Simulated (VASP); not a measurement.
# Na2BrCl (R-3m) in VASP: further runs

Runs on Na2BrCl. Level: LDA. Tasks: single point.

Program: VASP 6.6.1. These are calculated values, not measurements. Logs are shortened: lines on timing, memory, paths and dates and some standing lists are left out, and cuts for length are marked.

### 1 The cell of the first run

Symmetry: R-3m, No. 166, trigonal system. Conventional cell: a = 3.743 Å, b = 3.743 Å, c = 22.015 Å, α = 90.00°, β = 90.00°, γ = 120.00°. Na (site symmetry 3m) has 3 Cl at 2.77 Å and 3 Br at 2.90 Å within 3.7 Å. Br (site symmetry -3m) has 6 Na at 2.90 Å and 6 Br at 3.74 Å within 3.8 Å. Cl (site symmetry -3m) has 6 Na at 2.77 Å within 3.7 Å.

### 2 Single point, LDA

The input, INCAR:

```
SYSTEM = Na2BrCl
PREC = Accurate ; ENCUT = 520
EDIFF = 1E-7 ; ISMEAR = 0
SIGMA = 0.05 ; LREAL = .False.
LASPH = .True. ; NELM = 100
ALGO = Normal ; ISIF = 2
LWAVE = .False. ; LCHARG = .False.
GGA = CA ; NBANDS = 22
```

The input, KPOINTS:

```
Automatic mesh
0
Gamma
  9 9 9
  0 0 0
```

The input, POSCAR:

```
Na2BrCl
1.0
    1.8715913212      1.0805637531      7.3382152344
   -1.8715913212      1.0805637531      7.3382152344
    0.0000000000     -2.1611275062      7.3382152344
Na Br Cl
2 1 1
Direct
    0.2545086910      0.2545086910      0.2545086910
    0.7454913090      0.7454913090      0.7454913090
    0.5000000000      0.5000000000      0.5000000000
    0.0000000000      0.0000000000      0.0000000000
```

Potentials or basis: VASP PAW LDA potentials, release 64 (Na_pv, Br, Cl).

On the command line:

```console
$ cat potpaw_LDA.64/Na_pv/POTCAR potpaw_LDA.64/Br/POTCAR potpaw_LDA.64/Cl/POTCAR > POTCAR
$ mpirun -np 1 vasp_std > vasp.out
```

OUTCAR:

```text
SYSTEM = Na2BrCl
   PREC = Accurate
   ENCUT = 520
   EDIFF = 1E-7
   ISMEAR = 0
   LREAL = .False.
   LASPH = .True.
   NELM = 100
   ISIF = 2
   GGA = CA

 ion  position               nearest neighbor table
   1  0.255  0.255  0.255-
   2  0.745  0.745  0.745-
   3  0.500  0.500  0.500-
   4  0.000  0.000  0.000-

  LATTYP: Found a trigonal (rhomboedric) cell.
 ALAT       =     7.6498284245
 COS(alpha) =     0.8802849774

  Lattice vectors:

 A1 = (   1.8715913212,   1.0805637531,   7.3382152344)
 A2 = (  -1.8715913212,   1.0805637531,   7.3382152344)
 A3 = (   0.0000000000,  -2.1611275062,   7.3382152344)

Analysis of symmetry for initial positions (statically):
=====================================================================
 Subroutine PRICEL returns:
 Original cell was already a primitive cell.

 Routine SETGRP: Setting up the symmetry group for a
 trigonal (rhombohedral) supercell.

 Subroutine GETGRP returns: Found 12 space group operations
 (whereof 12 operations were pure point group operations)
 out of a pool of 12 trial point group operations.

The static configuration has the point symmetry D_3d.

Analysis of symmetry for dynamics (positions and initial velocities):
=====================================================================
 Subroutine PRICEL returns:
 Original cell was already a primitive cell.

 Routine SETGRP: Setting up the symmetry group for a
 trigonal (rhombohedral) supercell.

 Subroutine GETGRP returns: Found 12 space group operations
 (whereof 12 operations were pure point group operations)
 out of a pool of 12 trial point group operations.

The dynamic configuration has the point symmetry D_3d.

 Subroutine INISYM returns: Found 12 space group operations
 (whereof 12 operations are pure point group operations),
 and found     1 'primitive' translations

----------------------------------------------------------------------------------------

                                     Primitive cell

  volume of cell :      89.0437

  direct lattice vectors                    reciprocal lattice vectors
     1.871591321  1.080563753  7.338215234     0.267152339  0.154240475  0.045424306
    -1.871591321  1.080563753  7.338215234    -0.267152339  0.154240475  0.045424306
     0.000000000 -2.161127506  7.338215234     0.000000000 -0.308480950  0.045424306
[... 80 lines left out ...]
   ISTART =      0    job   : 0-new  1-cont  2-samecut
   ICHARG =      2    charge: 1-file 2-atom 10-const
   ISPIN  =      1    spin polarized calculation?
   LNONCOLLINEAR =      F non collinear calculations
   LSORBIT =      F    spin-orbit coupling
   LASPH  =      T    aspherical Exc in radial PAW
   ENCUT  =  520.0 eV  38.22 Ry    6.18 a.u.  14.22 14.22 14.22*2*pi/ulx,y,z
   NELM   =    100;   NELMIN=  2; NELMDL= -5     # of ELM steps
   EDIFF  = 0.1E-06   stopping-criterion for ELM
   LREAL  =      F    real-space projection
   EDIFFG = 0.1E-05   stopping-criterion for IOM
   NSW    =      0    number of steps for IOM
   IBRION =     -1    ionic relax: 0-MD 1-quasi-New 2-CG
   NFREE  =      0    steps in history (QN), initial steepest desc. (CG)
   ISIF   =      2    stress and relaxation
   ISYM   =      2    0-nonsym 1-usesym 2-fastsym
   POTIM  = 0.5000    time-step for ionic-motion
   TEBEG  =    0.0;   TEEND  =   0.0 temperature during run
   PSTRESS=    0.0 pullay stress
   NELECT =      28.0000    total number of electrons
   NUPDOWN=      -1.0000    fix difference up-down
   EMIN   =  10.00;   EMAX   =-10.00  energy-range for DOS
   EFERMI =   0.00;   METHOD = LEGACY
   ISMEAR =     0;   SIGMA  =   0.05  broadening in eV -4-tet -1-fermi 0-gaus
   EFERMI_NEDOS =   21; number of points for ismear=-14 and -15
   IALGO  =     38    algorithm
   IMIX   =      4    mixing-type and parameters
     AMIX     =   0.40;   BMIX     =  1.00
     AMIX_MAG =   1.60;   BMIX_MAG =  1.00
  volume/ion in A,a.u.               =      22.26       150.22
  Fermi-wavevector in a.u.,A,eV,Ry     =   1.113251  2.103740 16.862082  1.239328
  Thomas-Fermi vector in A             =   2.249834
   LORBIT       =      0    0 simple, 1 ext, 2 COOP (PROOUT), +10 PAW based schemes
   GGA     = CA    functional components
   LHFCALC =     F    Hartree Fock is set to
   AEXX    =    0.0000 exact exchange contribution
   IVDW    =     0    specifies the selected vdW correction
   LEPSILON=     F    determine dielectric tensor
   LRPA    =     F    only Hartree local field effects (RPA)
 non-spin polarized calculation
 Gauss-broadening in eV      SIGMA  =   0.05
  energy-cutoff  :      520.00
  volume of cell :       89.04
 maximum number of plane-waves:      2416
 NGX is ok and might be reduce to    60

 number of electron      27.9999997 magnetization

 Free energy of the ion-electron system (eV)
  ---------------------------------------------------
  ext. energy  EPLUGINS =         0.00000000
  ---------------------------------------------------
  free energy    TOTEN  =       -13.94394545 eV

  energy without entropy =      -13.94394545  energy(sigma->0) =      -13.94394545

 E-fermi :   0.9566     XC(G=0):  -8.9801

 val. band max:        0.6923993419   @ k =   0.0000   0.0000   0.0000
 cond. band min:       4.0076099375   @ k =   0.0000   0.0000   0.0000
 fundamental gap:      3.3152105956
 Fermi energy:         0.9565744448

 k-point     1 :       0.0000    0.0000    0.0000
  band No.  band energies     occupation
      1     -21.4545      2.00000
      2     -21.4494      2.00000
      3     -21.4494      2.00000
      4     -21.4487      2.00000
      5     -21.4487      2.00000
      6     -21.4278      2.00000
[... 589 lines left out ...]
     21      10.5220      0.00000
     22      13.1238      0.00000

 [... further k-points ...]
[... 5 lines left out ...]
  --------------------------------------------------------------------------------------
  -------------------------------------------------------------------------------------
  Total        1.0238027      1.0238027     -2.1236574     -0.0000000      0.0000000      0.0000000
  in kB       18.4214462     18.4214462    -38.2113098     -0.0000000      0.0000000      0.0000000
  external PRESSURE =      -0.4561392 kB  Pullay stress =       0.0000000 kB

 VOLUME and BASIS-vectors are now :
 -----------------------------------------------------------------------------
  energy-cutoff  :      520.00
  volume of cell :       89.04
      direct lattice vectors                 reciprocal lattice vectors
     1.871591321  1.080563753  7.338215234     0.267152339  0.154240475  0.045424306
    -1.871591321  1.080563753  7.338215234    -0.267152339  0.154240475  0.045424306
     0.000000000 -2.161127506  7.338215234     0.000000000 -0.308480950  0.045424306

 POSITION                                       TOTAL-FORCE (eV/Angst)
 -----------------------------------------------------------------------------------
      0.00000      0.00000      5.60292         0.000000     -0.000000     -0.031738
      0.00000      0.00000     16.41173         0.000000     -0.000000      0.031738
      0.00000      0.00000     11.00732         0.000000     -0.000000      0.000000
      0.00000      0.00000      0.00000         0.000000      0.000000     -0.000000
 -----------------------------------------------------------------------------------
    total drift:                               -0.000000     -0.000000     -0.000000

  FREE ENERGIE OF THE ION-ELECTRON SYSTEM (eV)
  ---------------------------------------------------
  free  energy   TOTEN  =       -13.9439454535 eV

  energy  without entropy=      -13.9439454535  energy(sigma->0) =      -13.94394545
```

OSZICAR:

```text
N       E                     dE             d eps       ncg     rms          rms(c)
DAV:   1     0.244058294994E+03    0.24406E+03   -0.13547E+04  3740   0.129E+03
DAV:   2     0.795713294360E+01   -0.23610E+03   -0.22344E+03  4214   0.344E+02
DAV:   3    -0.137240025101E+02   -0.21681E+02   -0.21508E+02  4634   0.102E+02
DAV:   4    -0.142797661412E+02   -0.55576E+00   -0.55522E+00  4414   0.174E+01
DAV:   5    -0.142906121494E+02   -0.10846E-01   -0.10845E-01  4942   0.245E+00    0.275E+00
DAV:   6    -0.139938869831E+02    0.29673E+00   -0.47548E-01  4432   0.375E+00    0.186E+00
DAV:   7    -0.139482877043E+02    0.45599E-01   -0.12397E-01  4948   0.181E+00    0.114E+00
DAV:   8    -0.139442012119E+02    0.40865E-02   -0.11810E-02  4656   0.854E-01    0.331E-01
DAV:   9    -0.139439597505E+02    0.24146E-03   -0.10568E-03  4382   0.216E-01    0.833E-02
DAV:  10    -0.139439587604E+02    0.99016E-06   -0.31535E-04  4626   0.109E-01    0.246E-02
DAV:  11    -0.139439500578E+02    0.87025E-05   -0.17135E-05  4770   0.315E-02    0.168E-02
DAV:  12    -0.139439458118E+02    0.42461E-05   -0.14426E-05  4594   0.234E-02    0.249E-03
DAV:  13    -0.139439456364E+02    0.17535E-06   -0.24048E-06  4744   0.819E-03    0.201E-03
DAV:  14    -0.139439454978E+02    0.13859E-06   -0.47485E-07  4222   0.595E-03    0.147E-03
DAV:  15    -0.139439454535E+02    0.44321E-07   -0.16464E-07  3588   0.336E-03
   1 F= -.13943945E+02 E0= -.13943945E+02  d E =-.266971E-15
```

Run time: 12 min. Hardware: 1 thread of Intel Xeon Platinum 8259CL at 2.50GHz (Skylake/Cascade Lake), shared host; peak memory 0.45 GiB.

Results:

| Item | Value |
| --- | --- |
| Free energy | -13.9439 eV |
| Pressure | 0.0 GPa |
| Largest force | 0.032 eV/Å |
| Band gap on the k mesh | 3.32 eV, direct |

Forces in eV/Å, atoms in the order of the input:
```
Na   0.000  0.000 -0.032
Na   0.000  0.000  0.032
Br   0.000  0.000  0.000
Cl   0.000  0.000  0.000
```

Stress tensor (GPa, compression positive):
```
 1.84  0.00  0.00
 0.00  1.84  0.00
 0.00  0.00 -3.82
```

Levels at points of the mesh, in eV from the valence-band top:
```csv
k point,band 12,band 13,band 14,band 15,band 16,band 17
"(0.00, 0.00, 0.00)",-1.32,0.00,0.00,3.32,6.13,8.12
```

### 3 Single point, LDA

This run uses another cell than the first one, of the same volume but with other edges.

The input, INCAR:

```
SYSTEM = Na2BrCl
PREC = Accurate
ENCUT = 520
EDIFF = 1E-6
ISMEAR = 0
SIGMA = 0.05
LREAL = .FALSE.
LASPH = .TRUE.
NELM = 100
ALGO = Normal
ISIF = 2
LWAVE = .FALSE.
LCHARG = .FALSE.
GGA = CA
NBANDS = 22
```

The input, KPOINTS:

```
regular mesh
0
G
  9 9 9
  0 0 0
```

The input, POSCAR:

```
Na2BrCl
1.0
    1.9266694434      1.1123631218      6.9246538989
   -1.9266694434      1.1123631218      6.9246538989
    0.0000000000     -2.2247262436      6.9246538989
Na Br Cl
2 1 1
Direct
    0.2545086910      0.2545086910      0.2545086910
    0.7454913090      0.7454913090      0.7454913090
    0.5000000000      0.5000000000      0.5000000000
    0.0000000000      0.0000000000      0.0000000000
```

Potentials or basis: VASP PAW LDA potentials, release 64 (Na_pv, Br, Cl).

On the command line:

```console
$ cat potpaw_LDA.64/Na_pv/POTCAR potpaw_LDA.64/Br/POTCAR potpaw_LDA.64/Cl/POTCAR > POTCAR
$ mpirun -np 1 vasp_std > vasp.out
```

It took 8.4 min on 1 thread of Intel Xeon Platinum 8259CL at 2.50GHz (Skylake/Cascade Lake), shared host; peak memory 0.4 GiB.

Results (log left out):

- Free energy: -14.0746 eV
- Pressure: 0.0 GPa
- Largest force: 0.016 eV/Å
- Band gap on the k mesh: 3.82 eV, direct

Forces in eV/Å, atoms in the order of the input:
```
Na   0.000  0.000 -0.016
Na   0.000  0.000  0.016
Br   0.000  0.000  0.000
Cl   0.000  0.000  0.000
```

Stress tensor (GPa, compression positive):
```
 0.86  0.00  0.00
 0.00  0.86  0.00
 0.00  0.00 -1.71
```

Levels at points of the mesh, in eV from the valence-band top:
```
           k point  band 11  band 12  band 13  band 14  band 15  band 16  band 17  band 18
(0.00, 0.00, 0.00)    -1.18    -0.95     0.00     0.00     3.82     6.15     8.87     9.38
```

 A k mesh can miss the band edges.
